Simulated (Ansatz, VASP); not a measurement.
**La in VASP and in Ansatz**

```xyz
2
Lattice="2.6125 0.0000 0.0000 -1.3063 2.2625 0.0000 0.0000 0.0000 4.4234" Properties=species:S:1:pos:R:3 pbc="T T T"
La    0.0000    1.5083    1.1058
La    1.3063    0.7542    3.3175
```

Change from the starting cell: volume scaled by 0.4, crystal datasets.

Alike in both runs: task single point; functional LDA; k mesh 12 × 12 × 7; occupations fermi-dirac, width 0.08 eV; no spin polarisation.

```csv
,VASP,Ansatz
version,VASP 6.6.1,Ansatz 0.2.0
potentials or method,"VASP PAW LDA potentials, release 64 (La), cutoff 520 eV","all-electron PAW with datasets made for the crystal, scalar-relativistic"
```

|  | VASP | Ansatz | Ansatz less VASP |
| --- | --- | --- | --- |
| pressure (GPa) | 211.1 | 209.4 | -1.66 |
| traceless stress, the component that is largest in VASP (GPa) | 0.61 | 0.41 | -0.199 |

LDA's correlation is that of Perdew and Zunger in VASP and of Perdew and Wang (1992) in Ansatz. Both programs put the cell under a high pressure, so it lies far from rest at this level. Ansatz ran all-electron here, and VASP with PAW potentials.

Neither program's run includes spin-orbit coupling. Noted on VASP's run: the cell as given lies far from equilibrium.
